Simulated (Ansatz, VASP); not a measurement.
**PtSe2 in VASP and in Ansatz**

```
CELL_PARAMETERS angstrom
4.02192 0.00000 0.00000
-2.01096 3.48309 0.00000
0.00000 0.00000 4.65704
ATOMIC_POSITIONS crystal
Pt 0.00000 0.00000 0.00000
Se 0.33333 0.66667 0.25000
Se 0.66667 0.33333 0.75000
```

Change from the starting cell: strain +0.080 along x and y, -0.080 along z, atoms carried along.

Alike in both runs: task single point; functional PBEsol; k mesh 12 × 12 × 10; occupations gaussian, width 0.15 eV; no spin polarisation.

|  | VASP | Ansatz |
| --- | --- | --- |
| version | VASP 6.6.1 | Ansatz 0.2.0 |
| potentials or method | VASP PAW PBE potentials, release 64 (Pt, Se), cutoff 520 eV | scalar-relativistic, plane waves, PAW |
| valence electrons in the cell | 22 | 50 |

|  | VASP | Ansatz | Ansatz less VASP |
| --- | --- | --- | --- |
| gap on the k mesh at the Fermi level (eV) | none | none | - |
| pressure (GPa) | -10.0 | -10.0 | -0.01 |
| traceless stress, the component that is largest in VASP (GPa) | 6.93 | 6.94 | +0.009 |
| rms of the force components (eV/Å) | 0.092 | 0.096 | +0.0038 |

VASP's potentials were made for PBE, not for PBEsol. Atom by atom the forces differ by 0.004 eV/Å (rms over components). A gap of «none» marks a metal or a gap that the smearing closes. VASP's potentials hold 22 valence electrons a cell and Ansatz's 50, so a difference there can come from the potentials and not from the codes.

Spin-orbit coupling is off throughout.
